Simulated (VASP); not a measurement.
ZrB2, 3 atoms in the cell. The structure is hexagonal, space group P6/mmm (No. 191). The conventional cell has a = 3.115 Å, b = 3.115 Å, c = 3.439 Å, α = 90.00°, β = 90.00°, γ = 120.00°. Within 3.3 Å of Zr (site symmetry 6/mmm) lie 12 B at 2.49 Å and 6 Zr at 3.11 Å. B (site symmetry -6m2) has 3 B at 1.80 Å within 2.4 Å.  This cell differs from its parent crystal: volume scaled by 0.96.

```yaml
Program: VASP 6.6.1
Task: single point
Functional: PBE
Dispersion: D4
Potentials_or_basis: VASP PAW PBE potentials, release 64 (Zr_sv, B)
Cutoff: 520 eV
k_mesh: 8 × 8 × 8
Occupations: gaussian, width 0.05 eV
Spin: no spin polarisation
Dipole_correction: no
Further_INCAR_settings: ALGO = Normal; EDIFF = 1e-06; NBANDS = 16
```

Potentials or basis: VASP PAW PBE potentials, release 64 (Zr_sv, B).

Command:

```bash
$ cat potpaw_PBE.64/Zr_sv/POTCAR potpaw_PBE.64/B/POTCAR > POTCAR
$ mpirun -np 1 vasp_std > vasp.out
```

Hardware: 1 thread of AMD EPYC 9R45 96-Core Processor (Zen 5), on a shared host.

Q: How long does it take, and how much memory?

A: Wall time 16 s on 1 thread of AMD EPYC 9R45 96-Core Processor (Zen 5), on a shared host, peak memory 0.13 GiB. Counts: scf iterations 13, k points 50.
